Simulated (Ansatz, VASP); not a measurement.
Two plane-wave programs on BN

```
CELL_PARAMETERS angstrom
4.52220 0.00000 0.00000
0.00000 4.52220 0.00000
0.00000 0.00000 2.85510
ATOMIC_POSITIONS crystal
B 0.17428 0.82572 0.50000
B 0.32572 0.32572 0.00000
B 0.67428 0.67428 0.00000
B 0.82572 0.17428 0.50000
N 0.81261 0.81261 0.50000
N 0.31261 0.68739 0.00000
N 0.68739 0.31261 0.00000
N 0.18739 0.18739 0.50000
```

Alike in both runs: task single point; functional PBE; k mesh 6 × 6 × 10; occupations gaussian, width 0.05 eV; no spin polarisation.

|  | VASP | Ansatz |
| --- | --- | --- |
| version | VASP 6.6.1 | Ansatz 0.2.0 |
| potentials or method | VASP PAW PBE potentials, release 64 (B, N), cutoff 520 eV | scalar-relativistic, plane waves, PAW |
| valence electrons in the cell | 32 | 32 |

```csv
,VASP,Ansatz,Ansatz less VASP
gap on the k mesh at the Fermi level (eV),4.23,4.24,+0.001
least direct gap on the mesh (eV),4.23,4.24,+0.001
rms of the force components (eV/Å),0.141,0.149,+0.0076
```

Atom by atom the forces differ by 0.009 eV/Å (rms over components).
